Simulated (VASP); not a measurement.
# Nb6N7 in VASP: notebook

Nb6N7 is run at these levels: PBE+D3(BJ); tasks: single point.

All numbers are computed with VASP 6.6.1; they aren't measurements. Logs are shortened: lines on timing, memory, paths and dates and some standing lists are left out, and cuts for length are marked.

## Step 1: The cell of the first run

The cell holds a slab with vacuum, 26 atoms: a = 6.201 Å, b = 6.201 Å, c = 24.735 Å, α = 90.00°, β = 90.00°, γ = 120.00°.

## Step 2: Single point, PBE+D3(BJ)

Input file INCAR:

```
SYSTEM = Nb6N7
ALGO = Normal ; DIPOL = 0.5 0.5 0.469
EDIFF = 1E-6 ; ENCUT = 520
GGA = PE ; GGA_COMPAT = .FALSE.
IDIPOL = 3 ; ISIF = 2
ISMEAR = 0 ; IVDW = 12
LASPH = .TRUE. ; LCHARG = .FALSE.
LDIPOL = .TRUE. ; LREAL = .FALSE.
LWAVE = .FALSE. ; NBANDS = 132
NELM = 120 ; NELMDL = -8
PREC = Accurate ; SIGMA = 0.1
```

Input file KPOINTS:

```
k-points
0
G
  4 4 1
  0 0 0
```

Input file POSCAR:

```
Nb6N7
1.0
    6.2011598397      0.0000000000      0.0000000000
   -3.1005799199      5.3703619541      0.0000000000
    0.0000000000      0.0000000000     24.7346322587
Nb N
12 14
Direct
    0.1666666667      0.3333333333      0.3234331489
    0.1666666667      0.8333333333      0.3234331489
    0.6666666667      0.3333333333      0.3234331489
    0.6666666667      0.8333333333      0.3234331489
    0.5000000000      0.5000000000      0.4257840907
    0.5000000000      0.0000000000      0.4257840907
    0.0000000000      0.5000000000      0.4257840907
    0.0000000000      0.0000000000      0.4257840907
    0.8256040209      0.6510871146      0.5237825013
    0.8280696927      0.1558297076      0.5417401871
    0.3255985721      0.6507084989      0.5241789125
    0.3283358081      0.1562479505      0.5419212705
    0.3333333333      0.1666666667      0.3746086198
    0.3333333333      0.6666666667      0.3746086198
    0.8333333333      0.1666666667      0.3746086198
    0.8333333333      0.6666666667      0.3746086198
    0.6565182889      0.3131271047      0.4764740895
    0.6757920639      0.8520507563      0.4764057299
    0.1568445312      0.3134940175      0.4765034408
    0.1763562744      0.8519956400      0.4764132571
   -0.0027274250      0.4941814339      0.5675301432
   -0.0048911312     -0.0099474766      0.5719222055
    0.4972266559      0.4944619152      0.5677486354
    0.4951693241     -0.0100974870      0.5719737213
    0.0805208381      0.6573503490      0.6923747985
    0.1831667207      0.8614471324      0.6876941393
```

Potentials or basis: VASP PAW PBE potentials, release 64 (Nb_sv, N).

Started as:

```console
> cat potpaw_PBE.64/Nb_sv/POTCAR potpaw_PBE.64/N/POTCAR > POTCAR
> mpirun -np 1 vasp_std > vasp.out
```

OUTCAR:

```text
SYSTEM = Nb6N7
   EDIFF = 1E-6
   ENCUT = 520
   GGA = PE
   ISIF = 2
   ISMEAR = 0
   IVDW = 12
   LASPH = .TRUE.
   LREAL = .FALSE.
   NELM = 120
   NELMDL = -8
   PREC = Accurate
 IVDW          = 12

 ion  position               nearest neighbor table
   1  0.167  0.333  0.323-  13 2.19  15 2.19  14 2.19
   2  0.167  0.833  0.323-  14 2.19  16 2.19  13 2.19
   3  0.667  0.333  0.323-  15 2.19  13 2.19  16 2.19
   4  0.667  0.833  0.323-  16 2.19  14 2.19  15 2.19
   5  0.500  0.500  0.426-  16 2.19  13 2.19  14 2.19  19 2.23  17 2.23  18 2.27   9 2.99  11 3.00
[... 10 lines left out ...]
  12  0.328  0.156  0.542-  23 1.93  22 1.94  24 1.94  20 2.30  17 2.39  19 2.40
  13  0.333  0.167  0.375-   1 2.19   8 2.19   5 2.19   3 2.19   2 2.19   6 2.19
  14  0.333  0.667  0.375-   2 2.19   7 2.19   6 2.19   4 2.19   1 2.19   5 2.19
  15  0.833  0.167  0.375-   3 2.19   6 2.19   7 2.19   1 2.19   4 2.19   8 2.19
  16  0.833  0.667  0.375-   4 2.19   5 2.19   8 2.19   2 2.19   3 2.19   7 2.19
  17  0.657  0.313  0.476-   6 2.10   9 2.16   5 2.23   7 2.23  10 2.39  12 2.39
  18  0.676  0.852  0.476-   6 2.14   8 2.15   9 2.22  11 2.23   5 2.27  10 2.30
  19  0.157  0.313  0.477-   8 2.10  11 2.16   5 2.23   7 2.23  10 2.39  12 2.40
  20  0.176  0.852  0.476-   6 2.14   8 2.15   9 2.22  11 2.23   7 2.27  12 2.30
  21  0.997  0.494  0.568-  10 1.93  11 2.06   9 2.07
  22  0.995  0.990  0.572-  10 1.94  12 1.94   9 2.18
  23  0.497  0.494  0.568-  12 1.93  11 2.06   9 2.07
  24  0.495  0.990  0.572-  12 1.94  10 1.94  11 2.17
  25  0.081  0.657  0.692-  26 1.10
  26  0.183  0.861  0.688-  25 1.10

  LATTYP: Found a hexagonal cell.
 ALAT       =     6.2011598397
 C/A-ratio  =     3.9887106442

  Lattice vectors:

 A1 = (   6.2011598397,   0.0000000000,   0.0000000000)
 A2 = (  -3.1005799199,   5.3703619541,   0.0000000000)
 A3 = (   0.0000000000,   0.0000000000,  24.7346322587)

Analysis of symmetry for initial positions (statically):
=====================================================================
 Subroutine PRICEL returns:
 Original cell was already a primitive cell.

 Routine SETGRP: Setting up the symmetry group for a
 hexagonal supercell.

 Subroutine GETGRP returns: Found  1 space group operations
 (whereof  1 operations were pure point group operations)
 out of a pool of 24 trial point group operations.

The static configuration has the point symmetry C_1 .

Analysis of symmetry for dynamics (positions and initial velocities):
=====================================================================
 Subroutine PRICEL returns:
 Original cell was already a primitive cell.

[... 156 lines left out ...]
   EFERMI_NEDOS =   21; number of points for ismear=-14 and -15
   IALGO  =     38    algorithm
   IMIX   =      4    mixing-type and parameters
     AMIX     =   0.40;   BMIX     =  1.00
     AMIX_MAG =   1.60;   BMIX_MAG =  1.00
  volume/ion in A,a.u.               =      31.68       213.80
  Fermi-wavevector in a.u.,A,eV,Ry     =   1.063776  2.010246 15.396626  1.131620
  Thomas-Fermi vector in A             =   2.199273
   LORBIT       =      0    0 simple, 1 ext, 2 COOP (PROOUT), +10 PAW based schemes
   GGA     = PE    functional components
   LHFCALC =     F    Hartree Fock is set to
   AEXX    =    0.0000 exact exchange contribution
   IVDW    =    12    specifies the selected vdW correction
   LEPSILON=     F    determine dielectric tensor
   LRPA    =     F    only Hartree local field effects (RPA)
 non-spin polarized calculation
 Gauss-broadening in eV      SIGMA  =   0.10
  energy-cutoff  :      520.00
  volume of cell :      823.72
 maximum number of plane-waves:     22198
 NGX is ok and might be reduce to    48
   NGX = 23   NGY = 23   NGZ = 91

 dipolmoment           0.000000      0.000000     -2.127050 electrons x Angstroem

 number of electron     225.9999997 magnetization

 dipolmoment           0.000000      0.000000      0.155736 electrons x Angstroem

 Free energy of the ion-electron system (eV)
  ---------------------------------------------------
  ext. energy  EPLUGINS =         0.00000000
  ---------------------------------------------------
  free energy    TOTEN  =      -253.49897519 eV

  energy without entropy =     -253.42800697  energy(sigma->0) =     -253.46349108

 E-fermi :   0.7310     XC(G=0):  -5.3792

 val. band max:        0.7236121839   @ k =   0.0000   0.5000   0.0000
 cond. band min:       0.7514836042   @ k =   0.5000   0.0000   0.0000
 fundamental gap:      0.0278714203
 Fermi energy:         0.7310232306

 k-point     1 :       0.0000    0.0000    0.0000
  band No.  band energies     occupation
      1     -55.6979      2.00000
      2     -55.6425      2.00000
      3     -55.4076      2.00000
      4     -55.3689      2.00000
      5     -55.3471      2.00000
      6     -55.3247      2.00000
[... 1269 lines left out ...]
    124       2.0234      0.00000
    125       2.1151      0.00000
 [bands above 125 left out]

------------------------ aborting loop because EDIFF is reached ----------------------------------------

 vacuum level on the upper side and lower side of the slab       (xc-potential included)         0.322        -0.484

 Edisp (eV)   -8.73130

 E8    (eV) :    -3.8971

  FORCE on cell =-STRESS in cart. coord.  units (eV):
  Direction    XX          YY          ZZ          XY          YZ          ZX
  --------------------------------------------------------------------------------------
  -------------------------------------------------------------------------------------
  Total      -8.30407    -3.23842    -2.20113     0.01314     1.48226    -0.02295
  in kB     -16.15174    -6.29887    -4.28130     0.02556     2.88306    -0.04464
  external pressure =       -8.91 kB  Pullay stress =        0.00 kB

 VOLUME and BASIS-vectors are now :
 -----------------------------------------------------------------------------
  energy-cutoff  :      520.00
  volume of cell :      823.72
      direct lattice vectors                 reciprocal lattice vectors
     6.201159840  0.000000000  0.000000000     0.161260155  0.093103594  0.000000000
    -3.100579920  5.370361954  0.000000000     0.000000000  0.186207188  0.000000000
     0.000000000  0.000000000 24.734632259     0.000000000  0.000000000  0.040429144

 POSITION                                       TOTAL-FORCE (eV/Angst)
 -----------------------------------------------------------------------------------
      0.00000      1.79012      8.00000        -0.000433     -0.165536      0.545964
     -1.55029      4.47530      8.00000         0.000227     -0.159893      0.894945
      3.10058      1.79012      8.00000         0.001677     -0.157770      0.558477
      1.55029      4.47530      8.00000         0.001192     -0.161286      0.899312
      1.55029      2.68518     10.53161         0.025324      0.563842      0.746284
      3.10058      0.00000     10.53161         0.003805     -0.206739      0.146107
[... 18 lines left out ...]
     -1.53884      3.53021     17.12564        -0.005800     -1.728313      0.178696
     -1.53514      4.62628     17.00986         0.004893      1.726842     -0.183612
 -----------------------------------------------------------------------------------
    total drift:                               -0.000185     -0.000916     -0.000074

  FREE ENERGIE OF THE ION-ELECTRON SYSTEM (eV)
  ---------------------------------------------------
  free  energy   TOTEN  =      -262.2302712423 eV

  energy  without entropy=     -262.1593030218  energy(sigma->0) =     -262.19478713

 vacuum level on the upper side and lower side of the slab         6.363         5.541
```

stdout:

```text
POSCAR found type information on POSCAR NbN
 POSCAR found :  2 types and      26 ions
 scaLAPACK will be used
 -----------------------------------------------------------------------------
|                                                                             |
|                                                                             |
|     You have a (more or less) 'large supercell' and for larger cells it     |
|     might be more efficient to use real-space projection operators.         |
|     Therefore, try LREAL= Auto in the INCAR file.                           |
|     Mind: For very accurate calculation, you might also keep the            |
|     reciprocal projection scheme (i.e. LREAL=.FALSE.).                      |
|                                                                             |
 -----------------------------------------------------------------------------

 LDA part: xc-table for (Slater+PW92), standard interpolation
 POSCAR, INCAR and KPOINTS ok, starting setup
 FFT: planning ... GRIDC
 FFT: planning ... GRID_SOFT
 FFT: planning ... GRID
 WAVECAR not read
 entering main loop
```

It took 50 min on 1 thread of Intel Xeon 6975P-C (Granite Rapids), shared host; peak memory 1.3 GiB.

Results:

```yaml
Free_energy: -262.2303 eV
Largest_force: 1.738 eV/Å
Band_gap_on_the_k_mesh: zero (bands 113 and 114 overlap by 0.14 eV)
Dispersion_energy_per_atom: -0.336 eV
```

Forces on the atoms (eV/Å):
```
Nb   0.000 -0.166  0.546
Nb   0.000 -0.160  0.895
Nb   0.002 -0.158  0.558
Nb   0.001 -0.161  0.899
Nb   0.025  0.564  0.746
Nb   0.004 -0.207  0.146
Nb  -0.025  0.555  0.743
Nb  -0.003 -0.226  0.161
Nb  -0.005 -0.013  0.026
Nb   0.002  0.008  0.007
Nb   0.004 -0.010  0.024
Nb  -0.001  0.008 -0.002
N    0.003 -0.126 -1.019
N   -0.002  0.110 -1.271
N   -0.002 -0.126 -1.027
N    0.002  0.105 -1.286
N   -0.001  0.009 -0.012
N    0.000 -0.011 -0.013
N    0.001  0.008 -0.011
N   -0.001 -0.007 -0.008
N   -0.001  0.006 -0.029
N   -0.002  0.000 -0.019
N    0.001  0.002 -0.031
N    0.000 -0.002 -0.019
N   -0.006 -1.728  0.179
N    0.005  1.727 -0.184
```

Caveat: the standard files for N, O and F lose accuracy on very short bonds.

## Step 3: Single point, PBE+D3(BJ)

Input file INCAR:

```
  ALGO = Normal
  DIPOL = 0.5 0.5 0.469
  EDIFF = 1E-6
  ENCUT = 520
  GGA = PE
  GGA_COMPAT = False
  IDIPOL = 3
  ISIF = 2
  ISMEAR = 0
  IVDW = 12
  LASPH = True
  LCHARG = False
  LDIPOL = True
  LREAL = False
  LWAVE = False
  NBANDS = 132
  NELM = 120
  NELMDL = -8
  PREC = Accurate
  SIGMA = 0.1
```

Input file KPOINTS:

```
k-points
0
Gamma
  4 4 1
```

POSCAR is that of step 2.

Potentials or basis: VASP PAW PBE potentials, release 64 (Nb_sv, N).

Started as:

```console
> cat potpaw_PBE.64/Nb_sv/POTCAR potpaw_PBE.64/N/POTCAR > POTCAR
> mpirun -np 1 vasp_std > vasp.out
```

Wall time 66 min (1 thread of Intel Xeon 6975P-C (Granite Rapids), shared host); peak memory 1.4 GiB.

Results (log left out):

```yaml
Free_energy: -262.2303 eV
Largest_force: 1.738 eV/Å
Band_gap_on_the_k_mesh: zero (bands 113 and 114 overlap by 0.14 eV)
Dispersion_energy_per_atom: -0.336 eV
```

Forces on the atoms (eV/Å):
```
Nb   0.000 -0.166  0.546
Nb   0.000 -0.160  0.895
Nb   0.002 -0.158  0.558
Nb   0.001 -0.161  0.899
Nb   0.025  0.564  0.746
Nb   0.004 -0.207  0.146
Nb  -0.025  0.555  0.743
Nb  -0.003 -0.226  0.161
Nb  -0.005 -0.013  0.026
Nb   0.002  0.008  0.007
Nb   0.004 -0.010  0.024
Nb  -0.001  0.008 -0.002
N    0.003 -0.126 -1.019
N   -0.002  0.110 -1.271
N   -0.002 -0.126 -1.027
N    0.002  0.105 -1.286
N   -0.001  0.009 -0.012
N    0.000 -0.011 -0.013
N    0.001  0.008 -0.011
N   -0.001 -0.007 -0.008
N   -0.001  0.006 -0.029
N   -0.002  0.000 -0.019
N    0.001  0.002 -0.031
N    0.000 -0.002 -0.019
N   -0.006 -1.728  0.179
N    0.005  1.727 -0.184
```

Levels at points of the mesh, in eV from the Fermi level:
| k point | band 111 | band 112 | band 113 | band 114 | band 115 | band 116 |
| --- | --- | --- | --- | --- | --- | --- |
| (0.00, 0.00, 0.00) | -0.26 | 0.07 | 0.07 | 0.12 | 0.37 | 0.40 |
| (0.50, 0.00, 0.00) | -0.32 | 0.02 | 0.03 | 0.17 | 0.18 | 0.44 |
| (0.00, 0.50, 0.00) | -0.19 | -0.15 | -0.01 | 0.07 | 0.38 | 0.47 |
| (0.50, 0.50, 0.00) | -0.32 | 0.02 | 0.03 | 0.17 | 0.18 | 0.44 |

Caveat: the standard files for N, O and F lose accuracy on very short bonds.

The gap in the log of VASP goes by the Fermi energy; the results here count the filled bands.